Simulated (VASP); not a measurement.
# C (I4_1/amd) in VASP: further runs

C is run at these levels: PBEsol; tasks: single point.

Everything below comes from runs of VASP 6.6.1. Logs are shortened: lines on timing, memory, paths and dates and some standing lists are left out, and cuts for length are marked.

### 1 The cell of the first run

It takes space group I4_1/amd (No. 141, tetragonal). Conventional cell: a = 2.724 Å, b = 2.724 Å, c = 3.424 Å, α = 90.00°, β = 90.00°, γ = 90.00°. C (site symmetry -4m2) has 4 C at 1.61 Å within 2.1 Å.

### 2 Single point, PBEsol (strain +0.080 along x and y, -0.040 along z)

The input, INCAR:

```
SYSTEM = C
PREC = Accurate
ENCUT = 520
EDIFF = 1E-6
ISMEAR = 0
SIGMA = 0.05
LREAL = .FALSE.
LASPH = .TRUE.
NELM = 100
ALGO = Normal
ISIF = 2
LWAVE = .FALSE.
LCHARG = .TRUE.
GGA = PS
LELF = .TRUE.
LVHAR = .TRUE.
NBANDS = 11
```

The input, KPOINTS:

```
regular mesh
0
G
  12 12 12
  0 0 0
```

The input, POSCAR:

```
C
1.0
    0.0000000000      1.9260720000      1.7120640000
    1.9260720000      0.0000000000      1.7120640000
    1.9260720000      1.9260720000      0.0000000000
C
2
Direct
    0.5000000000      0.5000000000      0.5000000000
    0.7500000000      0.7500000000      0.7500000000
```

Potentials or basis: VASP PAW PBE potentials, release 64 (C).

Run with:

```
> cat potpaw_PBE.64/C/POTCAR > POTCAR
> mpirun -np 1 vasp_std > vasp.out
```

OUTCAR:

```text
SYSTEM = C
   PREC = Accurate
   ENCUT = 520
   EDIFF = 1E-6
   ISMEAR = 0
   LREAL = .FALSE.
   LASPH = .TRUE.
   NELM = 100
   ISIF = 2
   GGA = PS

 ion  position               nearest neighbor table
   1  0.500  0.500  0.500-   2 1.61   2 1.61   2 1.61   2 1.61
   2  0.750  0.750  0.750-   1 1.61   1 1.61   1 1.61   1 1.61

  LATTYP: Found a body centered tetragonal cell.
 ALAT       =     2.7238771445
 C/A-ratio  =     1.2570787221

  Lattice vectors:

 A1 = (   0.0000000000,  -1.9260720000,  -1.7120640000)
 A2 = (   0.0000000000,   1.9260720000,  -1.7120640000)
 A3 = (   1.9260720000,   0.0000000000,   1.7120640000)

Analysis of symmetry for initial positions (statically):
=====================================================================
 Subroutine PRICEL returns:
 Original cell was already a primitive cell.

 Routine SETGRP: Setting up the symmetry group for a
 body centered tetragonal supercell.

 Subroutine GETGRP returns: Found 16 space group operations
 (whereof  8 operations were pure point group operations)
 out of a pool of 16 trial point group operations.

The static configuration has the point symmetry D_2d.
 The point group associated with its full space group is D_4h.

Analysis of symmetry for dynamics (positions and initial velocities):
=====================================================================
 Subroutine PRICEL returns:
 Original cell was already a primitive cell.

 Routine SETGRP: Setting up the symmetry group for a
 body centered tetragonal supercell.

 Subroutine GETGRP returns: Found 16 space group operations
 (whereof  8 operations were pure point group operations)
 out of a pool of 16 trial point group operations.

The dynamic configuration has the point symmetry D_2d.
 The point group associated with its full space group is D_4h.

 Subroutine INISYM returns: Found 16 space group operations
 (whereof  8 operations are pure point group operations),
 and found     1 'primitive' translations

----------------------------------------------------------------------------------------

                                     Primitive cell

  volume of cell :      12.7027

  direct lattice vectors                    reciprocal lattice vectors
     0.000000000  1.926072000  1.712064000    -0.259595695  0.259595695  0.292045157
     1.926072000  0.000000000  1.712064000     0.259595695 -0.259595695  0.292045157
     1.926072000  1.926072000  0.000000000     0.259595695  0.259595695 -0.292045157

  length of vectors
     2.576997573  2.576997573  2.723877145     0.469116429  0.469116429  0.469116429

  position of ions in fractional coordinates (direct lattice)
     0.500000000  0.500000000  0.500000000
     0.750000000  0.750000000  0.750000000

  ion indices of the primitive-cell ions
   primitive index   ion index
                 1           1
                 2           2

----------------------------------------------------------------------------------------

 KPOINTS: regular mesh

Automatic generation of k-mesh.
 Grid dimensions read from file:
 generate k-points for:   12   12   12

 Generating k-lattice:

  Cartesian coordinates                     Fractional coordinates (reciprocal lattice)
    -0.021632975  0.021632975  0.024337096     0.083333333  0.000000000  0.000000000
     0.021632975 -0.021632975  0.024337096     0.000000000  0.083333333  0.000000000
     0.021632975  0.021632975 -0.024337096     0.000000000  0.000000000  0.083333333

  Length of vectors
     0.039093036  0.039093036  0.039093036

  Shift w.r.t. Gamma in fractional coordinates (k-lattice)
     0.000000000  0.000000000  0.000000000

 Subroutine IBZKPT returns following result:
 ===========================================

 Found    163 irreducible k-points:

 Following reciprocal coordinates:
            Coordinates               Weight
  0.000000  0.000000  0.000000      1.000000
  0.083333  0.000000  0.000000      8.000000
  0.166667  0.000000  0.000000      8.000000
  0.250000  0.000000  0.000000      8.000000
  0.333333  0.000000  0.000000      8.000000
  0.416667 -0.000000  0.000000      8.000000
[... 16 lines left out ...]
  0.500000  0.166667  0.000000      8.000000
 -0.416667  0.166667  0.000000      8.000000
 [... further k-points ...]
   k-points           NKPTS =    163   k-points in BZ     NKDIM =    163   number of bands    NBANDS=     11
   number of dos      NEDOS =    301   number of ions     NIONS =      2
   total plane-waves  NPLWV =   8000
   dimension x,y,z NGX =    20 NGY =   20 NGZ =   20
   dimension x,y,z NGXF=    40 NGYF=   40 NGZF=   40
   ions per type =               2
   NGX,Y,Z   is equivalent  to a cutoff of  12.90, 12.90, 12.21 a.u.
   NGXF,Y,Z  is equivalent  to a cutoff of  25.80, 25.80, 24.41 a.u.
 SYSTEM =  C
   PREC   = accura    normal or accurate (medium, high low for compatibility)
   ISTART =      0    job   : 0-new  1-cont  2-samecut
   ICHARG =      2    charge: 1-file 2-atom 10-const
   ISPIN  =      1    spin polarized calculation?
   LNONCOLLINEAR =      F non collinear calculations
   LSORBIT =      F    spin-orbit coupling
   LASPH  =      T    aspherical Exc in radial PAW
   ENCUT  =  520.0 eV  38.22 Ry    6.18 a.u.   4.79  4.79  5.06*2*pi/ulx,y,z
   NELM   =    100;   NELMIN=  2; NELMDL= -5     # of ELM steps
   EDIFF  = 0.1E-05   stopping-criterion for ELM
   LREAL  =      F    real-space projection
   EDIFFG = 0.1E-04   stopping-criterion for IOM
   NSW    =      0    number of steps for IOM
   IBRION =     -1    ionic relax: 0-MD 1-quasi-New 2-CG
   NFREE  =      0    steps in history (QN), initial steepest desc. (CG)
   ISIF   =      2    stress and relaxation
   ISYM   =      2    0-nonsym 1-usesym 2-fastsym
   POTIM  = 0.5000    time-step for ionic-motion
   TEBEG  =    0.0;   TEEND  =   0.0 temperature during run
   PSTRESS=    0.0 pullay stress
   NELECT =       8.0000    total number of electrons
   NUPDOWN=      -1.0000    fix difference up-down
   EMIN   =  10.00;   EMAX   =-10.00  energy-range for DOS
   EFERMI =   0.00;   METHOD = LEGACY
   ISMEAR =     0;   SIGMA  =   0.05  broadening in eV -4-tet -1-fermi 0-gaus
   EFERMI_NEDOS =   21; number of points for ismear=-14 and -15
   IALGO  =     38    algorithm
   IMIX   =      4    mixing-type and parameters
     AMIX     =   0.40;   BMIX     =  1.00
     AMIX_MAG =   1.60;   BMIX_MAG =  1.00
  volume/ion in A,a.u.               =       6.35        42.86
  Fermi-wavevector in a.u.,A,eV,Ry     =   1.403265  2.651787 26.791964  1.969154
  Thomas-Fermi vector in A             =   2.525944
   LORBIT       =      0    0 simple, 1 ext, 2 COOP (PROOUT), +10 PAW based schemes
   GGA     = PS    functional components
   LHFCALC =     F    Hartree Fock is set to
   AEXX    =    0.0000 exact exchange contribution
   IVDW    =     0    specifies the selected vdW correction
   LEPSILON=     F    determine dielectric tensor
   LRPA    =     F    only Hartree local field effects (RPA)
 non-spin polarized calculation
 Gauss-broadening in eV      SIGMA  =   0.05
  energy-cutoff  :      520.00
  volume of cell :       12.70
 maximum number of plane-waves:       357
   NGX =  9   NGY =  9   NGZ = 11

 number of electron       8.0000001 magnetization

 Free energy of the ion-electron system (eV)
  ---------------------------------------------------
  ext. energy  EPLUGINS =         0.00000000
  ---------------------------------------------------
  free energy    TOTEN  =       -18.76007267 eV

  energy without entropy =      -18.76007267  energy(sigma->0) =      -18.76007267

 E-fermi :   9.4286     XC(G=0): -12.8988

 val. band max:        9.1202104431   @ k =   0.0000   0.0000   0.0000
 cond. band min:      10.2910431735   @ k =   0.4167   0.4167   0.0000
 fundamental gap:      1.1708327304
 Fermi energy:         9.4286406316

 k-point     1 :       0.0000    0.0000    0.0000
  band No.  band energies     occupation
      1     -11.8973      2.00000
      2       7.6787      2.00000
      3       7.6787      2.00000
      4       9.1202      2.00000
      5      12.6081      0.00000
      6      13.9584      0.00000
      7      13.9584      0.00000
      8      18.8633      0.00000
      9      25.8637      0.00000
     10      30.6794      0.00000
     11      32.4176      0.00000

 k-point     2 :       0.0833    0.0000    0.0000
  band No.  band energies     occupation
      1     -11.7175      2.00000
      2       6.8329      2.00000
      3       7.3711      2.00000
      4       8.6048      2.00000
      5      12.9209      0.00000
      6      14.2860      0.00000
      7      14.5570      0.00000
      8      19.1083      0.00000
      9      26.1764      0.00000
     10      29.4220      0.00000
     11      30.8146      0.00000

 k-point     3 :       0.1667    0.0000    0.0000
  band No.  band energies     occupation
      1     -11.1809      2.00000
      2       4.6754      2.00000
      3       6.6740      2.00000
      4       7.8949      2.00000
      5      13.5024      0.00000
      6      14.9580      0.00000
      7      15.5380      0.00000
      8      19.8470      0.00000
      9      26.7708      0.00000
     10      28.5172      0.00000
     11      29.6246      0.00000
[... 267 lines left out ...]
 k-point    23 :       0.5000    0.1667    0.0000
  band No.  band energies     occupation
      1      -6.2973      2.00000
      2      -3.1408      2.00000
      3       3.6934      2.00000
      4       4.6417      2.00000
      5      13.2366      0.00000
      6      17.7949      0.00000
      7      18.6037      0.00000
      8      20.1396      0.00000
      9      27.4850      0.00000
     10      30.2734      0.00000
     11      33.0933      0.00000

 k-point    24 :      -0.4167    0.1667    0.0000
  band No.  band energies     occupation
      1      -6.3987      2.00000
      2      -3.0382      2.00000
      3       3.9880      2.00000
      4       4.1939      2.00000
      5      13.5020      0.00000
      6      17.4895      0.00000
      7      18.8416      0.00000
      8      21.4275      0.00000
      9      26.0952      0.00000
     10      30.3681      0.00000
     11      30.9153      0.00000

 [... further k-points ...]

------------------------ aborting loop because EDIFF is reached ----------------------------------------

  FORCE on cell =-STRESS in cart. coord.  units (eV):
  Direction    XX          YY          ZZ          XY          YZ          ZX
  --------------------------------------------------------------------------------------
  -------------------------------------------------------------------------------------
  Total       -5.6433177     -5.6433177      0.9975673      0.0000000      0.0000000      0.0000000
  in kB     -711.7870042   -711.7870042    125.8223463      0.0000000      0.0000000      0.0000000
  external PRESSURE =    -432.5838874 kB  Pullay stress =       0.0000000 kB

 VOLUME and BASIS-vectors are now :
 -----------------------------------------------------------------------------
  energy-cutoff  :      520.00
  volume of cell :       12.70
      direct lattice vectors                 reciprocal lattice vectors
     0.000000000  1.926072000  1.712064000    -0.259595695  0.259595695  0.292045157
     1.926072000  0.000000000  1.712064000     0.259595695 -0.259595695  0.292045157
     1.926072000  1.926072000  0.000000000     0.259595695  0.259595695 -0.292045157

 POSITION                                       TOTAL-FORCE (eV/Angst)
 -----------------------------------------------------------------------------------
      1.92607      1.92607      1.71206        -0.000000     -0.000000      0.000000
      2.88911      2.88911      2.56810         0.000000      0.000000     -0.000000
 -----------------------------------------------------------------------------------
    total drift:                                0.000000     -0.000000      0.000000

  FREE ENERGIE OF THE ION-ELECTRON SYSTEM (eV)
  ---------------------------------------------------
  free  energy   TOTEN  =       -18.7600726734 eV

  energy  without entropy=      -18.7600726734  energy(sigma->0) =      -18.76007267
```

It took 15 s on 1 thread of Intel Xeon Platinum 8259CL at 2.50GHz (Skylake/Cascade Lake), shared host; peak memory 0.12 GiB.

Results:

```yaml
Free_energy: -18.7601 eV
Pressure: -43.3 GPa
Band_gap_on_the_k_mesh: 1.17 eV (least direct gap 3.49 eV)
```

Caveat: the cell differs from its parent crystal (strain +0.080 along x and y, -0.040 along z); the cell stands under tension; the PAW data sets were made with another functional, which shifts forces and pressure a little. A k mesh can miss the band edges.

### 3 Single point, PBEsol (strain +0.080 along x and y, +0.000 along z)

The input, INCAR:

```
SYSTEM = C
  PREC = Accurate
  ENCUT = 520
  EDIFF = 1E-6
  ISMEAR = 0
  SIGMA = 0.05
  LREAL = .False.
  LASPH = .True.
  NELM = 80
  ALGO = Normal
  ISIF = 2
  LWAVE = .False.
  LCHARG = .False.
  GGA = PS
  NBANDS = 11
```

The input, KPOINTS:

```
regular mesh
0
Gamma
  12 12 12
  0 0 0
```

The input, POSCAR:

```
C
1.0
    0.0000000000      1.9260720000      1.7834000000
    1.9260720000      0.0000000000      1.7834000000
    1.9260720000      1.9260720000      0.0000000000
C
2
Direct
    0.5000000000      0.5000000000      0.5000000000
    0.7500000000      0.7500000000      0.7500000000
```

Potentials or basis: VASP PAW PBE potentials, release 64 (C).

Run with:

```
> cat potpaw_PBE.64/C/POTCAR > POTCAR
> mpirun -np 1 vasp_std > vasp.out
```

Wall time 15 s (1 thread of Intel Xeon Platinum 8259CL at 2.50GHz (Skylake/Cascade Lake), shared host); peak memory 0.13 GiB.

The run converged. Its results:

```yaml
Free_energy: -18.7520 eV
Pressure: -53.8 GPa
Band_gap_on_the_k_mesh: 2.01 eV (least direct gap 3.95 eV)
```

Stress tensor (GPa, compression positive):
```
-72.06   0.00   0.00
  0.00 -72.06   0.00
  0.00   0.00 -17.29
```

Levels at points of the mesh, in eV from the valence-band top:
```csv
k point,band 1,band 2,band 3,band 4,band 5,band 6,band 7,band 8
"(0.00, 0.00, 0.00)",-20.20,-0.95,-0.95,0.00,3.95,4.82,4.82,9.32
"(0.50, 0.00, 0.00)",-15.18,-12.49,-3.63,-2.51,5.46,6.85,8.02,13.44
"(0.50, 0.50, 0.00)",-11.70,-11.70,-6.73,-6.73,2.61,2.61,14.14,14.14
"(0.50, 0.00, 0.50)",-12.72,-12.72,-5.72,-5.72,4.20,4.20,13.58,13.58
```

Caveat: the cell differs from its parent crystal (strain +0.080 along x and y, +0.000 along z); the cell stands under tension; the PAW data sets were made with another functional, which shifts forces and pressure a little. A k mesh can miss the band edges.
